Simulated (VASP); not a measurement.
# AlCo (Pm-3m) in VASP: a series of runs

Runs on AlCo. Level: PBE. Tasks: single point.

All numbers are computed with VASP 6.6.1; they aren't measurements. Logs are shortened: lines on timing, memory, paths and dates and some standing lists are left out, and cuts for length are marked.

### 1 The cell of the first run

Symmetry: Pm-3m, No. 221, cubic system. Conventional cell: a = 2.819 Å, b = 2.819 Å, c = 2.819 Å, α = 90.00°, β = 90.00°, γ = 90.00°. Al (site symmetry m-3m) has 8 Co at 2.44 Å and 6 Al at 2.82 Å within 3.2 Å. Within 3.2 Å of Co (site symmetry m-3m) lie 8 Al at 2.44 Å and 6 Co at 2.82 Å.

### 2 Single point, PBE, collinear spin, ferromagnetic start

INCAR

```
PREC = Accurate ; ENCUT = 600
EDIFF = 1E-6 ; ISMEAR = -1
SIGMA = 0.15 ; LREAL = F
LASPH = T ; NELM = 200
ALGO = Normal ; ISIF = 2
LWAVE = F ; LCHARG = F
ISPIN = 2 ; MAGMOM = 0 2.5
LORBIT = 11 ; LMAXMIX = 4
GGA = PE ; NBANDS = 17
GGA_COMPAT = F
```

KPOINTS

```
Automatic mesh
0
Gamma
  3 3 3
```

POSCAR

```
AlCo
1.0
    2.8194000000      0.0000000000      0.0000000000
    0.0000000000      2.8194000000      0.0000000000
    0.0000000000      0.0000000000      2.8194000000
Al Co
1 1
Direct
    0.0000000000      0.0000000000      0.0000000000
    0.5000000000      0.5000000000      0.5000000000
```

Potentials or basis: VASP PAW PBE potentials, release 64 (Al, Co).

Launch:

```sh
cat potpaw_PBE.64/Al/POTCAR potpaw_PBE.64/Co/POTCAR > POTCAR
mpirun -np 1 vasp_std > vasp.out
```

OUTCAR:

```text
PREC = Accurate
   ENCUT = 600
   EDIFF = 1E-6
   ISMEAR = -1
   LREAL = F
   LASPH = T
   NELM = 200
   ISIF = 2
   ISPIN = 2
   LORBIT = 11
   GGA = PE

 ion  position               nearest neighbor table
   1  0.000  0.000  0.000-   2 2.44   2 2.44   2 2.44   2 2.44   2 2.44   2 2.44   2 2.44   2 2.44

   2  0.500  0.500  0.500-   1 2.44   1 2.44   1 2.44   1 2.44   1 2.44   1 2.44   1 2.44   1 2.44

  LATTYP: Found a simple cubic cell.
 ALAT       =     2.8194000000

  Lattice vectors:

 A1 = (   2.8194000000,   0.0000000000,   0.0000000000)
 A2 = (   0.0000000000,   2.8194000000,   0.0000000000)
 A3 = (   0.0000000000,   0.0000000000,   2.8194000000)

Analysis of symmetry for initial positions (statically):
=====================================================================
 Subroutine PRICEL returns:
 Original cell was already a primitive cell.

 Routine SETGRP: Setting up the symmetry group for a
 simple cubic supercell.

 Subroutine GETGRP returns: Found 48 space group operations
 (whereof 48 operations were pure point group operations)
 out of a pool of 48 trial point group operations.

The static configuration has the point symmetry O_h .

Analysis of symmetry for dynamics (positions and initial velocities):
=====================================================================
 Subroutine PRICEL returns:
 Original cell was already a primitive cell.

 Routine SETGRP: Setting up the symmetry group for a
 simple cubic supercell.

 Subroutine GETGRP returns: Found 48 space group operations
 (whereof 48 operations were pure point group operations)
 out of a pool of 48 trial point group operations.

The dynamic configuration has the point symmetry O_h .

Analysis of structural, dynamic, and magnetic symmetry:
=====================================================================
 Subroutine PRICEL returns:
 Original cell was already a primitive cell.

 Routine SETGRP: Setting up the symmetry group for a
 simple cubic supercell.

 Subroutine GETGRP returns: Found 48 space group operations
 (whereof 48 operations were pure point group operations)
 out of a pool of 48 trial point group operations.

The overall configuration has the point symmetry O_h .

 Subroutine INISYM returns: Found 48 space group operations
 (whereof 48 operations are pure point group operations),
 and found     1 'primitive' translations

----------------------------------------------------------------------------------------

                                     Primitive cell

  volume of cell :      22.4115

  direct lattice vectors                    reciprocal lattice vectors
     2.819400000  0.000000000  0.000000000     0.354685394  0.000000000  0.000000000
     0.000000000  2.819400000  0.000000000     0.000000000  0.354685394  0.000000000
     0.000000000  0.000000000  2.819400000     0.000000000  0.000000000  0.354685394

  length of vectors
     2.819400000  2.819400000  2.819400000     0.354685394  0.354685394  0.354685394

  position of ions in fractional coordinates (direct lattice)
     0.000000000  0.000000000  0.000000000
     0.500000000  0.500000000  0.500000000

  ion indices of the primitive-cell ions
   primitive index   ion index
                 1           1
                 2           2

----------------------------------------------------------------------------------------

 KPOINTS: Automatic mesh

Automatic generation of k-mesh.
 Grid dimensions read from file:
 generate k-points for:    3    3    3

 Generating k-lattice:

  Cartesian coordinates                     Fractional coordinates (reciprocal lattice)
     0.118228465  0.000000000  0.000000000     0.333333333  0.000000000  0.000000000
     0.000000000  0.118228465  0.000000000     0.000000000  0.333333333  0.000000000
     0.000000000  0.000000000  0.118228465     0.000000000  0.000000000  0.333333333

  Length of vectors
     0.118228465  0.118228465  0.118228465

  Shift w.r.t. Gamma in fractional coordinates (k-lattice)
     0.000000000  0.000000000  0.000000000

 Subroutine IBZKPT returns following result:
 ===========================================

 Found      4 irreducible k-points:

 Following reciprocal coordinates:
            Coordinates               Weight
  0.000000  0.000000  0.000000      1.000000
  0.333333  0.000000  0.000000      6.000000
  0.333333  0.333333  0.000000     12.000000
  0.333333  0.333333  0.333333      8.000000
   k-points           NKPTS =      4   k-points in BZ     NKDIM =      4   number of bands    NBANDS=     17
   number of dos      NEDOS =    301   number of ions     NIONS =      2
   total plane-waves  NPLWV =  13824
   dimension x,y,z NGX =    24 NGY =   24 NGZ =   24
   dimension x,y,z NGXF=    48 NGYF=   48 NGZF=   48
   ions per type =               1   1
   NGX,Y,Z   is equivalent  to a cutoff of  14.15, 14.15, 14.15 a.u.
   NGXF,Y,Z  is equivalent  to a cutoff of  28.30, 28.30, 28.30 a.u.
 SYSTEM =  unknown system
   PREC   = accura    normal or accurate (medium, high low for compatibility)
   ISTART =      0    job   : 0-new  1-cont  2-samecut
   ICHARG =      2    charge: 1-file 2-atom 10-const
   ISPIN  =      2    spin polarized calculation?
   LNONCOLLINEAR =      F non collinear calculations
   LSORBIT =      F    spin-orbit coupling
   LASPH  =      T    aspherical Exc in radial PAW
   ENCUT  =  600.0 eV  44.10 Ry    6.64 a.u.   5.63  5.63  5.63*2*pi/ulx,y,z
   NELM   =    200;   NELMIN=  2; NELMDL= -5     # of ELM steps
   EDIFF  = 0.1E-05   stopping-criterion for ELM
   LREAL  =      F    real-space projection
   EDIFFG = 0.1E-04   stopping-criterion for IOM
   NSW    =      0    number of steps for IOM
   IBRION =     -1    ionic relax: 0-MD 1-quasi-New 2-CG
   NFREE  =      0    steps in history (QN), initial steepest desc. (CG)
   ISIF   =      2    stress and relaxation
   ISYM   =      2    0-nonsym 1-usesym 2-fastsym
   POTIM  = 0.5000    time-step for ionic-motion
   TEBEG  =    0.0;   TEEND  =   0.0 temperature during run
   PSTRESS=    0.0 pullay stress
   NELECT =      12.0000    total number of electrons
   NUPDOWN=      -1.0000    fix difference up-down
   EMIN   =  10.00;   EMAX   =-10.00  energy-range for DOS
   EFERMI =   0.00;   METHOD = LEGACY
   ISMEAR =    -1;   SIGMA  =   0.15  broadening in eV -4-tet -1-fermi 0-gaus
   EFERMI_NEDOS =   21; number of points for ismear=-14 and -15
   IALGO  =     38    algorithm
   IMIX   =      4    mixing-type and parameters
     AMIX     =   0.40;   BMIX     =  1.00
     AMIX_MAG =   1.60;   BMIX_MAG =  1.00
  volume/ion in A,a.u.               =      11.21        75.62
  Fermi-wavevector in a.u.,A,eV,Ry     =   1.329368  2.512141 24.044478  1.767219
  Thomas-Fermi vector in A             =   2.458536
   LORBIT       =     11    0 simple, 1 ext, 2 COOP (PROOUT), +10 PAW based schemes
   GGA     = PE    functional components
   LHFCALC =     F    Hartree Fock is set to
   AEXX    =    0.0000 exact exchange contribution
   IVDW    =     0    specifies the selected vdW correction
   LEPSILON=     F    determine dielectric tensor
   LRPA    =     F    only Hartree local field effects (RPA)
 spin polarized calculation
  energy-cutoff  :      600.00
  volume of cell :       22.41
 maximum number of plane-waves:       753
 NGX is ok and might be reduce to    24
   NGX = 11   NGY = 11   NGZ = 11

 number of electron      11.9999996 magnetization      -0.0025936

 number of electron      11.9999996 magnetization       0.0016242

 Free energy of the ion-electron system (eV)
  ---------------------------------------------------
  ext. energy  EPLUGINS =         0.00000000
  ---------------------------------------------------
  free energy    TOTEN  =       -12.15288618 eV

  energy without entropy =      -12.13968335  energy(sigma->0) =      -12.14628476

 E-fermi :  10.9199     XC(G=0): -12.4222

 val. band max:       10.2482542024   @ k =   0.3333   0.0000   0.0000
 cond. band min:      11.6979343549   @ k =   0.3333   0.0000   0.0000
 fundamental gap:      1.4496801525
 Fermi energy:        10.9199010460

 spin component 1

 k-point     1 :       0.0000    0.0000    0.0000
  band No.  band energies     occupation
      1      -0.2851      1.00000
      2       7.9296      1.00000
      3       7.9296      1.00000
      4      10.1589      0.99378
      5      10.1589      0.99378
      6      10.1589      0.99378
[... 9 lines left out ...]
     16      34.9919      0.00000
     17      34.9919      0.00000

 k-point     2 :       0.3333    0.0000    0.0000
  band No.  band energies     occupation
      1       1.8014      1.00000
      2       6.6802      1.00000
      3       8.3856      1.00000
      4       9.4445      0.99995
      5       9.4445      0.99995
      6      10.2470      0.98886
[... 9 lines left out ...]
     16      32.9403      0.00000
     17      33.4820      0.00000

 k-point     3 :       0.3333    0.3333    0.0000
  band No.  band energies     occupation
      1       3.6469      1.00000
      2       7.2866      1.00000
      3       8.1110      1.00000
      4       9.0545      1.00000
      5       9.5542      0.99989
      6       9.6338      0.99981
[... 9 lines left out ...]
     16      32.0621      0.00000
     17      35.0870      0.00000

 k-point     4 :       0.3333    0.3333    0.3333
  band No.  band energies     occupation
      1       5.1306      1.00000
      2       7.5886      1.00000
      3       7.5886      1.00000
      4       9.5939      0.99986
      5       9.7224      0.99966
      6       9.7224      0.99966
[... 9 lines left out ...]
     16      39.2118      0.00000
     17      39.2133      0.00000
 Fermi energy:        10.9199010460

 spin component 2

 k-point     1 :       0.0000    0.0000    0.0000
  band No.  band energies     occupation
      1      -0.2846      1.00000
      2       7.9311      1.00000
      3       7.9311      1.00000
      4      10.1602      0.99373
      5      10.1602      0.99373
      6      10.1602      0.99373
[... 9 lines left out ...]
     16      34.9925      0.00000
     17      34.9925      0.00000

 k-point     2 :       0.3333    0.0000    0.0000
  band No.  band energies     occupation
      1       1.8019      1.00000
      2       6.6810      1.00000
      3       8.3872      1.00000
      4       9.4457      0.99995
      5       9.4457      0.99995
      6      10.2483      0.98877
[... 9 lines left out ...]
     16      32.9405      0.00000
     17      33.4824      0.00000

 k-point     3 :       0.3333    0.3333    0.0000
  band No.  band energies     occupation
      1       3.6474      1.00000
      2       7.2876      1.00000
      3       8.1119      1.00000
      4       9.0559      1.00000
      5       9.5554      0.99989
      6       9.6350      0.99981
[... 9 lines left out ...]
     16      32.0622      0.00000
     17      35.0880      0.00000

 k-point     4 :       0.3333    0.3333    0.3333
  band No.  band energies     occupation
      1       5.1312      1.00000
      2       7.5896      1.00000
      3       7.5896      1.00000
      4       9.5948      0.99985
      5       9.7240      0.99966
      6       9.7240      0.99966
[... 9 lines left out ...]
     16      39.2112      0.00000
     17      39.2132      0.00000

------------------------ aborting loop because EDIFF is reached ----------------------------------------

  FORCE on cell =-STRESS in cart. coord.  units (eV):
  Direction    XX          YY          ZZ          XY          YZ          ZX
  --------------------------------------------------------------------------------------
  -------------------------------------------------------------------------------------
  Total        0.5785086      0.5785086      0.5785086      0.0000000      0.0000000      0.0000000
  in kB       41.3571197     41.3571197     41.3571197      0.0000000      0.0000000      0.0000000
  external PRESSURE =      41.3571197 kB  Pullay stress =       0.0000000 kB

 VOLUME and BASIS-vectors are now :
 -----------------------------------------------------------------------------
  energy-cutoff  :      600.00
  volume of cell :       22.41
      direct lattice vectors                 reciprocal lattice vectors
     2.819400000  0.000000000  0.000000000     0.354685394  0.000000000  0.000000000
     0.000000000  2.819400000  0.000000000     0.000000000  0.354685394  0.000000000
     0.000000000  0.000000000  2.819400000     0.000000000  0.000000000  0.354685394

 POSITION                                       TOTAL-FORCE (eV/Angst)
 -----------------------------------------------------------------------------------
      0.00000      0.00000      0.00000         0.000000      0.000000      0.000000
      1.40970      1.40970      1.40970         0.000000      0.000000      0.000000
 -----------------------------------------------------------------------------------
    total drift:                                0.000000     -0.000000     -0.000000

  FREE ENERGIE OF THE ION-ELECTRON SYSTEM (eV)
  ---------------------------------------------------
  free  energy   TOTEN  =       -12.1528861793 eV

  energy  without entropy=      -12.1396833496  energy(sigma->0) =      -12.14628476

 total charge

# of ion       s       p       d       tot
------------------------------------------
    1        0.394   0.437   0.000   0.831
    2        0.457   0.525   7.542   8.524
--------------------------------------------------
tot          0.851   0.962   7.542   9.355

 magnetization (x)

# of ion       s       p       d       tot
------------------------------------------
    1       -0.000  -0.000   0.000  -0.000
    2        0.000  -0.000   0.000   0.000
--------------------------------------------------
tot         -0.000  -0.000   0.000   0.000
```

It took 3.8 s on 1 thread of AMD EPYC 9R45 (Zen 5), shared host; peak memory 0.11 GiB.

Results:

```
Free energy                                           : -12.1529 eV
Pressure                                              : 4.1 GPa
Band gap on the k mesh                                : 1.45 eV
Net moment                                            : 0.00 μB per cell
Valence electrons inside the program's atomic spheres : Al 0.83; Co 8.52
```

Levels at points of the mesh, in eV from the valence-band top:
Spin up:
| k point | band 2 | band 3 | band 4 | band 5 | band 6 | band 7 | band 8 | band 9 | band 10 | band 11 |
| --- | --- | --- | --- | --- | --- | --- | --- | --- | --- | --- |
| (0.00, 0.00, 0.00) | -2.32 | -2.32 | -0.09 | -0.09 | -0.09 | 6.89 | 6.89 | 6.89 | 9.63 | 9.63 |
Spin down:
| k point | band 3 | band 4 | band 5 | band 6 | band 7 | band 8 | band 9 | band 10 |
| --- | --- | --- | --- | --- | --- | --- | --- | --- |
| (0.00, 0.00, 0.00) | -2.32 | -0.09 | -0.09 | -0.09 | 6.89 | 6.89 | 6.89 | 9.63 |

Caveat: the k points lie up to 0.74 Å⁻¹ apart; an odd mesh through Γ misses points on the zone boundary, where band edges can lie.

### 3 Single point, PBE, collinear spin, ferromagnetic start

INCAR

```
PREC     = Accurate       # precision mode
ENCUT    = 600            # plane-wave cutoff, eV
EDIFF    = 1E-6           # SCF threshold, eV
ISMEAR   = -1             # smearing method
SIGMA    = 0.15           # smearing width, eV
LREAL    = False          # projectors in reciprocal space
LASPH    = True           # aspherical terms in the spheres
NELM     = 200            # most SCF steps
ALGO     = Normal         # electronic algorithm
ISIF     = 2              # what is computed and relaxed
LWAVE    = False          # write WAVECAR
LCHARG   = True           # write CHGCAR
ISPIN    = 2              # spin polarisation
MAGMOM   = 0 2.5          # initial moments
LORBIT   = 11             # projections on sites
LMAXMIX  = 4              # l up to which the mixer works
GGA      = PE             # functional
LELF     = True           # ELF
LVHAR    = True         
NBANDS   = 17             # bands
GGA_COMPAT= False
```

KPOINTS

```
regular mesh
0
Gamma
  4 4 4
```

POSCAR is that of step 2.

Potentials or basis: VASP PAW PBE potentials, release 64 (Al, Co).

Launch:

```sh
cat potpaw_PBE.64/Al/POTCAR potpaw_PBE.64/Co/POTCAR > POTCAR
mpirun -np 1 vasp_std > vasp.out
```

Wall time 6.7 s (1 thread of AMD EPYC 9R45 (Zen 5), shared host); peak memory 0.12 GiB.

The run converged. Its results:

```
Free energy                                           : -11.9169 eV
Pressure                                              : 9.1 GPa
Net moment                                            : 0.37 μB per cell
Site moments                                          : Al -0.01; Co +0.41 μB
Valence electrons inside the program's atomic spheres : Al 0.85; Co 8.51
```

Levels at points of the mesh, in eV from the Fermi level:
Spin up:
| k point | band 3 | band 4 | band 5 | band 6 | band 7 | band 8 | band 9 | band 10 |
| --- | --- | --- | --- | --- | --- | --- | --- | --- |
| (0.00, 0.00, 0.00) | -3.26 | -0.91 | -0.91 | -0.91 | 6.20 | 6.20 | 6.20 | 8.87 |
| (0.50, 0.00, 0.00) | -2.67 | -1.81 | -1.81 | -0.79 | -0.02 | 8.53 | 10.86 | 10.86 |
| (0.50, 0.50, 0.00) | -2.67 | -2.67 | -1.60 | -1.60 | -0.49 | 2.44 | 3.66 | 13.21 |
| (0.50, 0.50, 0.50) | -4.07 | -0.46 | -0.46 | 2.45 | 2.45 | 2.45 | 4.50 | 5.53 |
Spin down:
```
           k point  band 2  band 3  band 4  band 5  band 6  band 7  band 8  band 9  band 10  band 11
(0.00, 0.00, 0.00)   -2.77   -2.77   -0.65   -0.65   -0.65    6.18    6.18    6.18     9.02     9.02
(0.50, 0.00, 0.00)   -6.71   -2.11   -1.59   -1.59   -0.53    0.63    8.46   10.85    10.85    12.07
(0.50, 0.50, 0.00)   -2.92   -2.71   -2.71   -1.37   -1.37    0.22    2.78    3.82    13.16    16.18
(0.50, 0.50, 0.50)   -3.96   -3.96    0.26    0.26    2.44    2.44    2.44    4.45     5.64     5.64
```

Caveat: the k points lie up to 0.56 Å⁻¹ apart.

### 4 Single point, PBE, collinear spin, ferromagnetic start

INCAR

```
SYSTEM = AlCo
PREC = Accurate ; ENCUT = 600
EDIFF = 1E-6 ; ISMEAR = -1
SIGMA = 0.15 ; LREAL = .FALSE.
LASPH = .TRUE. ; NELM = 200
ALGO = Normal ; ISIF = 2
LWAVE = .FALSE. ; LCHARG = .TRUE.
ISPIN = 2 ; MAGMOM = 0 2.5
LORBIT = 11 ; LMAXMIX = 4
GGA = PE ; LELF = .TRUE.
LVHAR = .TRUE. ; NBANDS = 17
GGA_COMPAT = .FALSE.
```

KPOINTS

```
Automatic mesh
0
G
  5 5 5
  0 0 0
```

POSCAR is that of step 3.

Launch:

```sh
cat potpaw_PBE.64/Al/POTCAR potpaw_PBE.64/Co/POTCAR > POTCAR
mpirun -np 1 vasp_std > vasp.out
```

Wall time 6.3 s (1 thread of AMD EPYC 9R45 (Zen 5), shared host); peak memory 0.12 GiB.

It converged, with:

```yaml
Free_energy: -12.0131 eV
Pressure: 6.7 GPa
Net_moment: 0.00 μB per cell
Valence_electrons_inside_the_program's_atomic_spheres: Al 0.84; Co 8.51
```

Levels at points of the mesh, in eV from the Fermi level:
Spin up:
| k point | band 2 | band 3 | band 4 | band 5 | band 6 | band 7 | band 8 | band 9 | band 10 | band 11 |
| --- | --- | --- | --- | --- | --- | --- | --- | --- | --- | --- |
| (0.00, 0.00, 0.00) | -3.02 | -3.02 | -0.80 | -0.80 | -0.80 | 6.22 | 6.22 | 6.22 | 8.95 | 8.95 |
Spin down:
```
           k point  band 4  band 5  band 6  band 7  band 8  band 9
(0.00, 0.00, 0.00)   -0.80   -0.80   -0.80    6.22    6.22    6.22
```

Caveat: the k points lie up to 0.45 Å⁻¹ apart.
